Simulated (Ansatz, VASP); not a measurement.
## Tl3SbOs: VASP beside Ansatz

```
CELL_PARAMETERS angstrom
8.24632 0.00000 0.00000
-4.12316 7.14152 0.00000
0.00000 0.00000 4.87757
ATOMIC_POSITIONS crystal
Tl 0.18451 0.36902 0.25000
Tl 0.81549 0.18451 0.75000
Tl 0.81549 0.63098 0.75000
Tl 0.18451 0.81549 0.25000
Tl 0.63098 0.81549 0.25000
Tl 0.36902 0.18451 0.75000
Sb 0.33333 0.66667 0.75000
Sb 0.66667 0.33333 0.25000
Os 0.00000 0.00000 0.50000
Os 0.00000 0.00000 0.00000
```

Alike in both runs: functional PBE; k mesh 6 × 6 × 8; occupations gaussian, width 0.1 eV; no spin polarisation.

Ansatz relaxed the structure, and its values are those at the end. VASP's run is a single point on that final structure, the one shown.

|  | VASP | Ansatz |
| --- | --- | --- |
| version | VASP 6.6.1 | Ansatz 0.2.0 |
| potentials or method | VASP PAW PBE potentials, release 64 (Tl_d, Sb, Os), cutoff 520 eV | scalar-relativistic, plane waves, PAW |
| valence electrons in the cell | 104 | 140 |

VASP gave:

* gap on the k mesh at the Fermi level (eV): none
* pressure (GPa): -0.1
* rms of the force components (eV/Å): 0.003

Question: Estimate Ansatz's values.

Answer: gap on the k mesh at the Fermi level (eV): none; pressure (GPa): 0.0; rms of the force components (eV/Å): 0.001.

A gap of «none» marks a metal or a gap that the smearing closes. VASP's potentials hold 104 valence electrons a cell and Ansatz's 140, so a difference there can come from the potentials and not from the codes.

Spin-orbit coupling is off throughout.
